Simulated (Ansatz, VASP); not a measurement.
## Zr: VASP beside Ansatz

```xyz
1
Lattice="0.0000 2.2550 2.2550 2.2550 0.0000 2.2550 2.2550 2.2550 0.0000" Properties=species:S:1:pos:R:3 pbc="T T T"
Zr    0.0000    0.0000    0.0000
```

Alike in both runs: task single point; functional PBE; k mesh 16 × 16 × 16; occupations fermi-dirac, width 0.05 eV; no spin polarisation.

|  | VASP | Ansatz |
| --- | --- | --- |
| version | VASP 6.6.1 | Ansatz 0.2.0 |
| potentials or method | VASP PAW PBE potentials, release 64 (Zr_sv), cutoff 520 eV | all-electron LAPW, scalar-relativistic |

```tsv
	VASP	Ansatz	Ansatz less VASP
pressure (GPa)	1.1	1.1	0.00
```

Ansatz ran all-electron here, and VASP with PAW potentials.
